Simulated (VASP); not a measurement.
Here is a VASP 6.6.1 calculation.

The input INCAR:

```
SYSTEM = InP
PREC     = Accurate       ! precision mode
ENCUT    = 500            ! plane-wave cutoff, eV
EDIFF    = 1E-6           ! SCF threshold, eV
ISMEAR   = 0              ! smearing method
SIGMA    = 0.01           ! smearing width, eV
LREAL    = .False.        ! projectors in reciprocal space
LASPH    = .True.         ! aspherical terms in the spheres
NELM     = 120            ! most SCF steps
ALGO     = Normal         ! electronic algorithm
ISIF     = 2              ! what is computed and relaxed
LWAVE    = .False.        ! write WAVECAR
LCHARG   = .False.        ! write CHGCAR
GGA      = PE             ! functional
NBANDS   = 16             ! bands
GGA_COMPAT= .False.
```

File KPOINTS:

```
regular mesh
0
Gamma
  4 4 4
  0 0 0
```

Contents of POSCAR:

```
InP
1.0
    0.0000000000      2.8505955800      2.8505955800
    2.8505955800      0.0000000000      2.8505955800
    2.8505955800      2.8505955800      0.0000000000
In P
1 1
Direct
    0.0000000000      0.0000000000      0.0000000000
    0.2500000000      0.2500000000      0.2500000000
```

Potentials or basis: VASP PAW PBE potentials, release 64 (In_d, P).

Command:

```console
$ cat potpaw_PBE.64/In_d/POTCAR potpaw_PBE.64/P/POTCAR > POTCAR
$ mpirun -np 1 vasp_std > vasp.out
```

Task: Predict the pressure.

Result: 11.0 GPa.

Task: What does it give for the band gap on the k mesh?

Result: 1.15 eV, direct.

Caveat: the k points lie up to 0.48 Å⁻¹ apart; spin-orbit coupling is left out, which moves the levels of the heavy elements. A k mesh can miss the band edges.
